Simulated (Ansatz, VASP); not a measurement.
## Two plane-wave programs on ScAl3N4

```
Sc Al N
1.0
     3.15832    0.00000    0.00000
    -1.57916    2.73518    0.00000
     0.00000    0.00000   10.31379
Sc Al N
1 3 4
Direct
  0.33333 0.66667 0.16146
  0.66667 0.33333 0.42901
  0.66667 0.33333 0.91861
  0.33333 0.66667 0.67311
  0.66667 0.33333 0.24838
  0.66667 0.33333 0.73562
  0.33333 0.66667 0.49074
  0.00000 0.00000 0.98706
```

Alike in both runs: task single point; functional PBE; k mesh 6 × 6 × 2; occupations gaussian, width 0.1 eV; no spin polarisation.

```csv
,VASP,Ansatz
version,VASP 6.6.1,Ansatz 0.2.0
potentials or method,"VASP PAW PBE potentials, release 64 (Sc_sv, Al, N), cutoff 520 eV","scalar-relativistic, plane waves, PAW"
valence electrons in the cell,40,40
```

Ansatz gave:

```
gap on the k mesh at the Fermi level (eV) : 3.03
least direct gap on the mesh (eV)         : 3.21
pressure (GPa)                            : 0.0
rms of the force components (eV/Å)        : 0.002
```

Problem. Which values does VASP return?

Solution. gap on the k mesh at the Fermi level (eV): 3.03; least direct gap on the mesh (eV): 3.21; pressure (GPa): 0.1; rms of the force components (eV/Å): 0.028.

Atom by atom the forces differ by 0.027 eV/Å (rms over components). With one functional, cell and mesh, what is left measures potentials, basis and numerics.
